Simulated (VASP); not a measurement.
# Pt (I4/mmm) in VASP: a series of runs

Runs on Pt. Level: PBEsol. Tasks: single point.

Program: VASP 6.6.1. These are calculated values, not measurements. Logs are shortened: lines on timing, memory, paths and dates and some standing lists are left out, and cuts for length are marked.

### Step 1. The cell of the first run

The structure is tetragonal, space group I4/mmm (No. 139). The conventional cell has a = 3.121 Å, b = 3.121 Å, c = 3.168 Å, α = 90.00°, β = 90.00°, γ = 90.00°. Within 3.6 Å of Pt (site symmetry 4/mmm) lie 14 Pt at 2.72 to 3.17 Å.

### Step 2. Single point, PBEsol (strain +0.0150 x Voigt [0, 0, 1, 0, 0, 0])

Contents of INCAR:

```
PREC     = Accurate       # precision mode
ENCUT    = 520            # plane-wave cutoff, eV
EDIFF    = 1E-6           # SCF threshold, eV
ISMEAR   = 0              # smearing method
SIGMA    = 0.15           # smearing width, eV
LREAL    = F              # projectors in reciprocal space
LASPH    = T              # aspherical terms in the spheres
NELM     = 80             # most SCF steps
ALGO     = Fast           # electronic algorithm
ISIF     = 2              # what is computed and relaxed
LWAVE    = F              # write WAVECAR
LCHARG   = T              # write CHGCAR
GGA      = PS             # functional
LELF     = T              # ELF
LVHAR    = T            
NBANDS   = 11             # bands
```

Contents of KPOINTS:

```
Automatic mesh
0
Gamma
  26 26 26
```

Contents of POSCAR:

```
Pt
1.0
   -1.5604706012      1.5604706012      1.5838776602
    1.5604706012     -1.5604706012      1.5838776602
    1.5604706012      1.5604706012     -1.5838776602
Pt
1
Direct
    0.0000000000      0.0000000000      0.0000000000
```

Potentials or basis: VASP PAW PBE potentials, release 64 (Pt).

The run is started by

```console
$ cat potpaw_PBE.64/Pt/POTCAR > POTCAR
$ mpirun -np 1 vasp_std > vasp.out
```

OUTCAR:

```text
PREC = Accurate
   ENCUT = 520
   EDIFF = 1E-6
   ISMEAR = 0
   LREAL = F
   LASPH = T
   NELM = 80
   ISIF = 2
   GGA = PS

 ion  position               nearest neighbor table
   1  0.000  0.000  0.000-

  LATTYP: Found a body centered tetragonal cell.
 ALAT       =     3.1209412024
 C/A-ratio  =     1.0150000000

  Lattice vectors:

 A1 = (  -1.5604706012,   1.5604706012,   1.5838776602)
 A2 = (   1.5604706012,  -1.5604706012,   1.5838776602)
 A3 = (   1.5604706012,   1.5604706012,  -1.5838776602)

Analysis of symmetry for initial positions (statically):
=====================================================================
 Subroutine PRICEL returns:
 Original cell was already a primitive cell.

 Routine SETGRP: Setting up the symmetry group for a
 body centered tetragonal supercell.

 Subroutine GETGRP returns: Found 16 space group operations
 (whereof 16 operations were pure point group operations)
 out of a pool of 16 trial point group operations.

The static configuration has the point symmetry D_4h.

Analysis of symmetry for dynamics (positions and initial velocities):
=====================================================================
 Subroutine PRICEL returns:
 Original cell was already a primitive cell.

 Routine SETGRP: Setting up the symmetry group for a
 body centered tetragonal supercell.

 Subroutine GETGRP returns: Found 16 space group operations
 (whereof 16 operations were pure point group operations)
 out of a pool of 16 trial point group operations.

The dynamic configuration has the point symmetry D_4h.

 Subroutine INISYM returns: Found 16 space group operations
 (whereof 16 operations are pure point group operations),
 and found     1 'primitive' translations

----------------------------------------------------------------------------------------

                                     Primitive cell

  volume of cell :      15.4274

  direct lattice vectors                    reciprocal lattice vectors
    -1.560470601  1.560470601  1.583877660     0.000000000  0.320416161  0.315680947
     1.560470601 -1.560470601  1.583877660     0.320416161  0.000000000  0.315680947
     1.560470601  1.560470601 -1.583877660     0.320416161  0.320416161  0.000000000

  length of vectors
     2.716395670  2.716395670  2.716395670     0.449801041  0.449801041  0.453136881

  position of ions in fractional coordinates (direct lattice)
     0.000000000  0.000000000  0.000000000

  ion indices of the primitive-cell ions
   primitive index   ion index
                 1           1

----------------------------------------------------------------------------------------

 KPOINTS: Automatic mesh

Automatic generation of k-mesh.
 Grid dimensions read from file:
 generate k-points for:   26   26   26

 Generating k-lattice:

  Cartesian coordinates                     Fractional coordinates (reciprocal lattice)
     0.000000000  0.012323699  0.012141575     0.038461538 -0.000000000  0.000000000
     0.012323699  0.000000000  0.012141575    -0.000000000  0.038461538  0.000000000
     0.012323699  0.012323699  0.000000000     0.000000000  0.000000000  0.038461538

  Length of vectors
     0.017300040  0.017300040  0.017428342

  Shift w.r.t. Gamma in fractional coordinates (k-lattice)
     0.000000000  0.000000000  0.000000000

 Subroutine IBZKPT returns following result:
 ===========================================

 Found   1330 irreducible k-points:

 Following reciprocal coordinates:
            Coordinates               Weight
  0.000000  0.000000  0.000000      1.000000
  0.038462  0.000000 -0.000000      8.000000
  0.076923  0.000000 -0.000000      8.000000
  0.115385 -0.000000  0.000000      8.000000
  0.153846  0.000000 -0.000000      8.000000
  0.192308  0.000000 -0.000000      8.000000
[... 16 lines left out ...]
  0.346154  0.038462 -0.000000     16.000000
  0.384615  0.038462 -0.000000     16.000000
 [... further k-points ...]
   k-points           NKPTS =   1330   k-points in BZ     NKDIM =   1330   number of bands    NBANDS=     11
   number of dos      NEDOS =    301   number of ions     NIONS =      1
   total plane-waves  NPLWV =   8000
   dimension x,y,z NGX =    20 NGY =   20 NGZ =   20
   dimension x,y,z NGXF=    40 NGYF=   40 NGZF=   40
   ions per type =               1
   NGX,Y,Z   is equivalent  to a cutoff of  12.24, 12.24, 12.24 a.u.
   NGXF,Y,Z  is equivalent  to a cutoff of  24.48, 24.48, 24.48 a.u.
 SYSTEM =  unknown system
   PREC   = accura    normal or accurate (medium, high low for compatibility)
   ISTART =      0    job   : 0-new  1-cont  2-samecut
   ICHARG =      2    charge: 1-file 2-atom 10-const
   ISPIN  =      1    spin polarized calculation?
   LNONCOLLINEAR =      F non collinear calculations
   LSORBIT =      F    spin-orbit coupling
   LASPH  =      T    aspherical Exc in radial PAW
   ENCUT  =  520.0 eV  38.22 Ry    6.18 a.u.   5.05  5.05  5.05*2*pi/ulx,y,z
   NELM   =     80;   NELMIN=  2; NELMDL= -5     # of ELM steps
   EDIFF  = 0.1E-05   stopping-criterion for ELM
   LREAL  =      F    real-space projection
   EDIFFG = 0.1E-04   stopping-criterion for IOM
   NSW    =      0    number of steps for IOM
   IBRION =     -1    ionic relax: 0-MD 1-quasi-New 2-CG
   NFREE  =      0    steps in history (QN), initial steepest desc. (CG)
   ISIF   =      2    stress and relaxation
   ISYM   =      2    0-nonsym 1-usesym 2-fastsym
   POTIM  = 0.5000    time-step for ionic-motion
   TEBEG  =    0.0;   TEEND  =   0.0 temperature during run
   PSTRESS=    0.0 pullay stress
   NELECT =      10.0000    total number of electrons
   NUPDOWN=      -1.0000    fix difference up-down
   EMIN   =  10.00;   EMAX   =-10.00  energy-range for DOS
   EFERMI =   0.00;   METHOD = LEGACY
   ISMEAR =     0;   SIGMA  =   0.15  broadening in eV -4-tet -1-fermi 0-gaus
   EFERMI_NEDOS =   21; number of points for ismear=-14 and -15
   IALGO  =     68    algorithm
   IMIX   =      4    mixing-type and parameters
     AMIX     =   0.40;   BMIX     =  1.00
     AMIX_MAG =   1.60;   BMIX_MAG =  1.00
  volume/ion in A,a.u.               =      15.43       104.11
  Fermi-wavevector in a.u.,A,eV,Ry     =   1.416807  2.677376 27.311530  2.007341
  Thomas-Fermi vector in A             =   2.538103
   LORBIT       =      0    0 simple, 1 ext, 2 COOP (PROOUT), +10 PAW based schemes
   GGA     = PS    functional components
   LHFCALC =     F    Hartree Fock is set to
   AEXX    =    0.0000 exact exchange contribution
   IVDW    =     0    specifies the selected vdW correction
   LEPSILON=     F    determine dielectric tensor
   LRPA    =     F    only Hartree local field effects (RPA)
 non-spin polarized calculation
 RMM-DIIS sequential band-by-band and
 Gauss-broadening in eV      SIGMA  =   0.15
  energy-cutoff  :      520.00
  volume of cell :       15.43
 maximum number of plane-waves:       430
   NGX = 11   NGY = 11   NGZ = 11

 number of electron      10.0000000 magnetization

 number of electron       9.9999997 magnetization

 Free energy of the ion-electron system (eV)
  ---------------------------------------------------
  ext. energy  EPLUGINS =         0.00000000
  ---------------------------------------------------
  free energy    TOTEN  =        -6.85581770 eV

  energy without entropy =       -6.84613597  energy(sigma->0) =       -6.85097684

 E-fermi :  10.4621     XC(G=0): -13.4870

 val. band max:       10.4617917660   @ k =  -0.4231  -0.4615   0.3462
 cond. band min:      10.4628011609   @ k =  -0.2692  -0.4615   0.1154
 fundamental gap:      0.0010093949
 Fermi energy:        10.4621310344

 k-point     1 :       0.0000    0.0000    0.0000
  band No.  band energies     occupation
      1       0.6349      2.00000
      2       6.7889      2.00000
      3       6.7889      2.00000
      4       6.9179      2.00000
      5       9.3469      2.00000
      6       9.5143      2.00000
      7      27.3373      0.00000
      8      27.6246      0.00000
      9      27.6246      0.00000
     10      37.7368      0.00000
     11      37.9304      0.00000

 k-point     2 :       0.0385    0.0000   -0.0000
  band No.  band energies     occupation
      1       0.6966      2.00000
      2       6.7895      2.00000
      3       6.7924      2.00000
      4       6.9395      2.00000
      5       9.3217      2.00000
      6       9.5065      2.00000
      7      27.3885      0.00000
      8      27.6664      0.00000
      9      27.7160      0.00000
     10      36.4455      0.00000
     11      37.0918      0.00000

 k-point     3 :       0.0769    0.0000   -0.0000
  band No.  band energies     occupation
      1       0.8794      2.00000
      2       6.7454      2.00000
      3       6.7896      2.00000
      4       7.0635      2.00000
      5       9.2444      2.00000
      6       9.4952      2.00000
      7      27.5117      0.00000
      8      27.7684      0.00000
      9      27.9870      0.00000
     10      35.1488      0.00000
     11      35.8352      0.00000

 k-point     4 :       0.1154   -0.0000    0.0000
  band No.  band energies     occupation
      1       1.1754      2.00000
      2       6.6401      2.00000
      3       6.7843      2.00000
      4       7.3002      2.00000
      5       9.1315      2.00000
      6       9.4921      2.00000
      7      27.6225      0.00000
      8      27.8342      0.00000
      9      28.4285      0.00000
     10      34.0855      0.00000
     11      34.5624      0.00000
[... 239 lines left out ...]
 k-point    22 :       0.3077    0.0385   -0.0000
  band No.  band energies     occupation
      1       3.5022      2.00000
      2       5.7556      2.00000
      3       7.4160      2.00000
      4       9.0617      2.00000
      5       9.6379      2.00000
      6      10.0221      1.99997
      7      21.8848      0.00000
      8      25.2676      0.00000
      9      29.4174      0.00000
     10      32.8627      0.00000
     11      34.5418      0.00000

 k-point    23 :       0.3462    0.0385   -0.0000
  band No.  band energies     occupation
      1       3.6356      2.00000
      2       5.6238      2.00000
      3       8.0181      2.00000
      4       9.1804      2.00000
      5       9.7002      2.00000
      6      10.5920      0.22069
      7      20.3247      0.00000
      8      24.7070      0.00000
      9      28.3593      0.00000
     10      33.8090      0.00000
     11      34.7684      0.00000

 k-point    24 :       0.3846    0.0385   -0.0000
  band No.  band energies     occupation
      1       3.6738      2.00000
      2       5.5199      2.00000
      3       8.6549      2.00000
      4       9.3121      2.00000
      5       9.8229      2.00000
      6      11.1125      0.00000
      7      18.8859      0.00000
      8      24.2612      0.00000
      9      27.4640      0.00000
     10      34.6027      0.00000
     11      34.8629      0.00000

 [... further k-points ...]

------------------------ aborting loop because EDIFF is reached ----------------------------------------

  FORCE on cell =-STRESS in cart. coord.  units (eV):
  Direction    XX          YY          ZZ          XY          YZ          ZX
  --------------------------------------------------------------------------------------
  -------------------------------------------------------------------------------------
  Total       -0.4540691     -0.4540691     -0.3162710      0.0000000      0.0000000      0.0000000
  in kB      -47.1562975    -47.1562975    -32.8455969      0.0000000      0.0000000      0.0000000
  external PRESSURE =     -42.3860639 kB  Pullay stress =       0.0000000 kB

 VOLUME and BASIS-vectors are now :
 -----------------------------------------------------------------------------
  energy-cutoff  :      520.00
  volume of cell :       15.43
      direct lattice vectors                 reciprocal lattice vectors
    -1.560470601  1.560470601  1.583877660     0.000000000  0.320416161  0.315680947
     1.560470601 -1.560470601  1.583877660     0.320416161  0.000000000  0.315680947
     1.560470601  1.560470601 -1.583877660     0.320416161  0.320416161  0.000000000

 POSITION                                       TOTAL-FORCE (eV/Angst)
 -----------------------------------------------------------------------------------
      0.00000      0.00000      0.00000         0.000000      0.000000     -0.000000
 -----------------------------------------------------------------------------------
    total drift:                                0.000000     -0.000000      0.000000

  FREE ENERGIE OF THE ION-ELECTRON SYSTEM (eV)
  ---------------------------------------------------
  free  energy   TOTEN  =        -6.8558177020 eV

  energy  without entropy=       -6.8461359743  energy(sigma->0) =       -6.85097684
```

Run time: 3.5 min. Hardware: 1 thread of Intel Xeon Platinum 8259CL at 2.50GHz (Skylake/Cascade Lake), shared host; peak memory 0.32 GiB.

What came out:

```
Free energy            : -6.8558 eV
Pressure               : -4.2 GPa
Band gap on the k mesh : zero (bands 5 and 6 overlap by 2.23 eV)
```

Levels at points of the mesh, in eV from the Fermi level:
```
           k point  band 2  band 3  band 4  band 5  band 6  band 7  band 8  band 9
(0.00, 0.00, 0.00)   -3.67   -3.67   -3.54   -1.12   -0.95   16.88   17.16   17.16
(0.50, 0.00, 0.00)   -5.07   -1.29   -0.70    0.08    1.08    6.41   13.28   16.12
(0.50, 0.50, 0.00)   -5.21   -1.11   -0.64    0.18    1.11    6.54   13.11   15.75
(0.50, 0.50, 0.50)   -6.33    0.51    0.56    0.56    7.35    7.80    7.80   13.05
```

Caveat: the cell differs from its parent crystal (strain +0.0150 x Voigt [0, 0, 1, 0, 0, 0]); the cell stands under tension; the PAW data sets were made with another functional, which shifts forces and pressure a little; spin-orbit coupling is left out, which moves the levels of the heavy elements.

[end of part 1 of 2]
